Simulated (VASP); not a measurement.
# Al (P6_3/mmc) in VASP: notebook

Runs on Al. Level: r2SCAN. Tasks: single point.

All numbers are computed with VASP 6.6.1; they aren't measurements. Logs are shortened: lines on timing, memory, paths and dates and some standing lists are left out, and cuts for length are marked.

## Step 1: The cell of the first run

It takes space group P6_3/mmc (No. 194, hexagonal). Conventional cell: a = 2.812 Å, b = 2.812 Å, c = 4.867 Å, α = 90.00°, β = 90.00°, γ = 120.00°. Al (site symmetry -6m2) has 12 Al at 2.81 to 2.93 Å within 3.7 Å.

## Step 2: Single point, r2SCAN

File POSCAR:

```
Al
1.0
    2.8124550000      0.0000000000      0.0000000000
   -1.4062275000      2.4356574770      0.0000000000
    0.0000000000      0.0000000000      4.8668500000
Al
2
Direct
    0.6666666667      0.3333333333      0.7500000000
    0.3333333333      0.6666666667      0.2500000000
```

File INCAR.step1:

```
SYSTEM = Al
PREC = Accurate
ENCUT = 550
ISMEAR = -1
SIGMA = 0.05
LREAL = .False.
LASPH = .True.
NELM = 120
NBANDS = 10
GGA = PE
ALGO = Normal
EDIFF = 1E-5
LWAVE = .True.
LCHARG = .False.
GGA_COMPAT = .False.
```

File INCAR.step2:

```
SYSTEM = Al
PREC = Accurate
ENCUT = 550
EDIFF = 1E-6
ISMEAR = -1
SIGMA = 0.05
LREAL = .False.
LASPH = .True.
NELM = 120
ALGO = Normal
ISIF = 2
LWAVE = .False.
LCHARG = .False.
METAGGA = R2SCAN
LMIXTAU = .True.
NBANDS = 10
ISTART = 1
GGA_COMPAT = .False.
```

File KPOINTS:

```
Automatic mesh
0
Gamma
  6 6 3
  0 0 0
```

Potentials or basis: VASP PAW PBE potentials, release 64 (Al).

Started as:

```sh
$ cat potpaw_PBE.64/Al/POTCAR > POTCAR
$ cp INCAR.step1 INCAR
$ mpirun -np 1 vasp_std > vasp.out
$ cp INCAR.step2 INCAR
$ mpirun -np 1 vasp_std > vasp.out
```

OUTCAR:

```text
SYSTEM = Al
   PREC = Accurate
   ENCUT = 550
   EDIFF = 1E-6
   ISMEAR = -1
   LREAL = .False.
   LASPH = .True.
   NELM = 120
   ISIF = 2
   METAGGA = R2SCAN
   ISTART = 1

 ion  position               nearest neighbor table
   1  0.667  0.333  0.750-   2 2.93   2 2.93   2 2.93   2 2.93   2 2.93   2 2.93
   2  0.333  0.667  0.250-   1 2.93   1 2.93   1 2.93   1 2.93   1 2.93   1 2.93

  LATTYP: Found a hexagonal cell.
 ALAT       =     2.8124550000
 C/A-ratio  =     1.7304632430

  Lattice vectors:

 A1 = (   2.8124550000,   0.0000000000,   0.0000000000)
 A2 = (  -1.4062275000,   2.4356574770,   0.0000000000)
 A3 = (   0.0000000000,   0.0000000000,   4.8668500000)

Analysis of symmetry for initial positions (statically):
=====================================================================
 Subroutine PRICEL returns:
 Original cell was already a primitive cell.

 Routine SETGRP: Setting up the symmetry group for a
 hexagonal supercell.

 Subroutine GETGRP returns: Found 24 space group operations
 (whereof 12 operations were pure point group operations)
 out of a pool of 24 trial point group operations.

The static configuration has the point symmetry D_3d.
 The point group associated with its full space group is D_6h.

Analysis of symmetry for dynamics (positions and initial velocities):
=====================================================================
 Subroutine PRICEL returns:
 Original cell was already a primitive cell.

 Routine SETGRP: Setting up the symmetry group for a
 hexagonal supercell.

 Subroutine GETGRP returns: Found 24 space group operations
 (whereof 12 operations were pure point group operations)
 out of a pool of 24 trial point group operations.

The dynamic configuration has the point symmetry D_3d.
 The point group associated with its full space group is D_6h.

 Subroutine INISYM returns: Found 24 space group operations
 (whereof 12 operations are pure point group operations),
 and found     1 'primitive' translations

----------------------------------------------------------------------------------------

                                     Primitive cell

  volume of cell :      33.3388

  direct lattice vectors                    reciprocal lattice vectors
     2.812455000  0.000000000  0.000000000     0.355561245  0.205283380  0.000000000
    -1.406227500  2.435657477  0.000000000     0.000000000  0.410566760  0.000000000
     0.000000000  0.000000000  4.866850000     0.000000000  0.000000000  0.205471712

  length of vectors
     2.812455000  2.812455000  4.866850000     0.410566760  0.410566760  0.205471712

  position of ions in fractional coordinates (direct lattice)
     0.666666667  0.333333333  0.750000000
     0.333333333  0.666666667  0.250000000

  ion indices of the primitive-cell ions
   primitive index   ion index
                 1           1
                 2           2

----------------------------------------------------------------------------------------

 KPOINTS: Automatic mesh

Automatic generation of k-mesh.
 Grid dimensions read from file:
 generate k-points for:    6    6    3

 Generating k-lattice:

  Cartesian coordinates                     Fractional coordinates (reciprocal lattice)
     0.059260207  0.034213897  0.000000000     0.166666667  0.000000000  0.000000000
     0.000000000  0.068427793  0.000000000     0.000000000  0.166666667  0.000000000
     0.000000000  0.000000000  0.068490571     0.000000000  0.000000000  0.333333333

  Length of vectors
     0.068427793  0.068427793  0.068490571

  Shift w.r.t. Gamma in fractional coordinates (k-lattice)
     0.000000000  0.000000000  0.000000000

 Subroutine IBZKPT returns following result:
 ===========================================

 Found     14 irreducible k-points:

 Following reciprocal coordinates:
            Coordinates               Weight
  0.000000  0.000000  0.000000      1.000000
  0.166667  0.000000  0.000000      6.000000
  0.333333  0.000000  0.000000      6.000000
  0.500000  0.000000  0.000000      3.000000
  0.166667  0.166667  0.000000      6.000000
  0.333333  0.166667  0.000000     12.000000
  0.333333  0.333333  0.000000      2.000000
  0.000000  0.000000  0.333333      2.000000
  0.166667  0.000000  0.333333     12.000000
  0.333333  0.000000  0.333333     12.000000
  0.500000  0.000000  0.333333      6.000000
  0.166667  0.166667  0.333333     12.000000
  0.333333  0.166667  0.333333     24.000000
  0.333333  0.333333  0.333333      4.000000
   k-points           NKPTS =     14   k-points in BZ     NKDIM =     14   number of bands    NBANDS=     10
   number of dos      NEDOS =    301   number of ions     NIONS =      2
   total plane-waves  NPLWV =  23040
   dimension x,y,z NGX =    24 NGY =   24 NGZ =   40
   dimension x,y,z NGXF=    48 NGYF=   48 NGZF=   80
   ions per type =               2
   NGX,Y,Z   is equivalent  to a cutoff of  14.19, 14.19, 13.66 a.u.
   NGXF,Y,Z  is equivalent  to a cutoff of  28.37, 28.37, 27.33 a.u.
 SYSTEM =  Al
   PREC   = accura    normal or accurate (medium, high low for compatibility)
   ISTART =      1    job   : 0-new  1-cont  2-samecut
   ICHARG =      0    charge: 1-file 2-atom 10-const
   ISPIN  =      1    spin polarized calculation?
   LNONCOLLINEAR =      F non collinear calculations
   LSORBIT =      F    spin-orbit coupling
   LASPH  =      T    aspherical Exc in radial PAW
   ENCUT  =  550.0 eV  40.42 Ry    6.36 a.u.   5.38  5.38  9.31*2*pi/ulx,y,z
   NELM   =    120;   NELMIN=  2; NELMDL=  0     # of ELM steps
   EDIFF  = 0.1E-05   stopping-criterion for ELM
   LREAL  =      F    real-space projection
   EDIFFG = 0.1E-04   stopping-criterion for IOM
   NSW    =      0    number of steps for IOM
   IBRION =     -1    ionic relax: 0-MD 1-quasi-New 2-CG
   NFREE  =      0    steps in history (QN), initial steepest desc. (CG)
   ISIF   =      2    stress and relaxation
   ISYM   =      2    0-nonsym 1-usesym 2-fastsym
   POTIM  = 0.5000    time-step for ionic-motion
   TEBEG  =    0.0;   TEEND  =   0.0 temperature during run
   PSTRESS=    0.0 pullay stress
   NELECT =       6.0000    total number of electrons
   NUPDOWN=      -1.0000    fix difference up-down
   EMIN   =  10.00;   EMAX   =-10.00  energy-range for DOS
   EFERMI =   0.00;   METHOD = LEGACY
   ISMEAR =    -1;   SIGMA  =   0.05  broadening in eV -4-tet -1-fermi 0-gaus
   EFERMI_NEDOS =   21; number of points for ismear=-14 and -15
   IALGO  =     38    algorithm
   IMIX   =      4    mixing-type and parameters
     AMIX     =   0.40;   BMIX     =  1.00
     AMIX_MAG =   1.60;   BMIX_MAG =  1.00
  volume/ion in A,a.u.               =      16.67       112.49
  Fermi-wavevector in a.u.,A,eV,Ry     =   0.924291  1.746656 11.623642  0.854314
  Thomas-Fermi vector in A             =   2.050021
   LORBIT       =      0    0 simple, 1 ext, 2 COOP (PROOUT), +10 PAW based schemes
   METAGGA = R2SCAN    functional components
   LHFCALC =     F    Hartree Fock is set to
   AEXX    =    0.0000 exact exchange contribution
   IVDW    =     0    specifies the selected vdW correction
   LEPSILON=     F    determine dielectric tensor
   LRPA    =     F    only Hartree local field effects (RPA)
 non-spin polarized calculation
  energy-cutoff  :      550.00
  volume of cell :       33.34
 maximum number of plane-waves:       991
 NGX is ok and might be reduce to    24
   NGX = 11   NGY = 11   NGZ = 19

 number of electron       6.0000000 magnetization

 Free energy of the ion-electron system (eV)
  ---------------------------------------------------
  ext. energy  EPLUGINS =         0.00000000
  ---------------------------------------------------
  free energy    TOTEN  =       -13.22160594 eV

  energy without entropy =      -13.20424784  energy(sigma->0) =      -13.21292689

 E-fermi :   8.0709     XC(G=0): -10.8791

 val. band max:        7.9939864811   @ k =   0.3333   0.3333   0.3333
 cond. band min:       8.1784910400   @ k =   0.3333   0.1667   0.3333
 fundamental gap:      0.1845045589
 Fermi energy:         8.0708982370

 k-point     1 :       0.0000    0.0000    0.0000
  band No.  band energies     occupation
      1      -3.8727      2.00000
      2       2.6413      2.00000
      3       2.6481      2.00000
      4      19.6992      0.00000
      5      20.1639      0.00000
      6      20.1639      0.00000
      7      20.2690      0.00000
      8      20.2690      0.00000
      9      21.2538      0.00000
     10      23.6552      0.00000

 k-point     2 :       0.1667    0.0000    0.0000
  band No.  band energies     occupation
      1      -3.1368      2.00000
      2       3.3350      2.00000
      3       3.3570      2.00000
      4      13.7623      0.00000
      5      17.1026      0.00000
      6      18.0595      0.00000
      7      19.5384      0.00000
      8      19.8538      0.00000
      9      21.9045      0.00000
     10      21.9240      0.00000

 k-point     3 :       0.3333    0.0000    0.0000
  band No.  band energies     occupation
      1      -0.9524      2.00000
      2       5.3070      2.00000
      3       5.4147      2.00000
      4       7.8219      1.98636
      5      13.4888      0.00000
      6      13.7932      0.00000
      7      15.2346      0.00000
      8      17.1069      0.00000
      9      20.6745      0.00000
     10      21.1793      0.00000
[... 118 lines left out ...]
 k-point    13 :       0.3333    0.1667    0.3333
  band No.  band energies     occupation
      1       1.9022      2.00000
      2       3.9547      2.00000
      3       6.2398      2.00000
      4       8.1785      0.20832
      5      10.3286      0.00000
      6      12.0244      0.00000
      7      13.2373      0.00000
      8      16.5919      0.00000
      9      18.6096      0.00000
     10      20.6255      0.00000

 k-point    14 :       0.3333    0.3333    0.3333
  band No.  band energies     occupation
      1       5.2331      2.00000
      2       5.2331      2.00000
      3       5.3718      2.00000
      4       7.4212      2.00000
      5       7.9940      1.64642
      6       7.9940      1.64642
      7      15.9890      0.00000
      8      15.9890      0.00000
      9      16.0571      0.00000
     10      22.1025      0.00000

------------------------ aborting loop because EDIFF is reached ----------------------------------------

  FORCE on cell =-STRESS in cart. coord.  units (eV):
  Direction    XX          YY          ZZ          XY          YZ          ZX
  --------------------------------------------------------------------------------------
  -------------------------------------------------------------------------------------
  Total        0.3450288      0.3450288     -1.5324849      0.0000000     -0.0000000      0.0000000
  in kB       16.5812105     16.5812105    -73.6473357      0.0000000     -0.0000000      0.0000000
  external PRESSURE =     -13.4949716 kB  Pullay stress =       0.0000000 kB

 VOLUME and BASIS-vectors are now :
 -----------------------------------------------------------------------------
  energy-cutoff  :      550.00
  volume of cell :       33.34
      direct lattice vectors                 reciprocal lattice vectors
     2.812455000  0.000000000  0.000000000     0.355561245  0.205283380  0.000000000
    -1.406227500  2.435657477  0.000000000     0.000000000  0.410566760  0.000000000
     0.000000000  0.000000000  4.866850000     0.000000000  0.000000000  0.205471712

 POSITION                                       TOTAL-FORCE (eV/Angst)
 -----------------------------------------------------------------------------------
      1.40623      0.81189      3.65014         0.000000      0.000000      0.000000
     -0.00000      1.62377      1.21671        -0.000000      0.000000      0.000000
 -----------------------------------------------------------------------------------
    total drift:                                0.000000     -0.000000      0.000000

  FREE ENERGIE OF THE ION-ELECTRON SYSTEM (eV)
  ---------------------------------------------------
  free  energy   TOTEN  =       -13.2216059415 eV

  energy  without entropy=      -13.2042478396  energy(sigma->0) =      -13.21292689
```

Run time: 12 s. Hardware: 1 thread of Intel Xeon Platinum 8488C (Sapphire Rapids), shared host; peak memory 0.15 GiB.

Results:

* Free energy: -13.2216 eV
* Pressure: -1.3 GPa
* Band gap on the k mesh: zero (band 3 reaches 9.41 eV, above the bottom of band 4 at 5.59 eV)

Stress tensor (GPa, compression positive):
```
 1.66  0.00  0.00
 0.00  1.66  0.00
 0.00  0.00 -7.36
```

Levels at points of the mesh, in eV from the Fermi level:
```csv
k point,band 1,band 2,band 3,band 4,band 5,band 6
"(0.00, 0.00, 0.00)",-11.94,-5.43,-5.42,11.63,12.09,12.09
"(0.50, 0.00, 0.00)",-5.48,-5.46,0.45,0.56,1.24,1.39
```

Caveat: the k points lie up to 0.43 Å⁻¹ apart; the PAW data sets were made with another functional, which shifts forces and pressure a little.

[end of part 1 of 3]
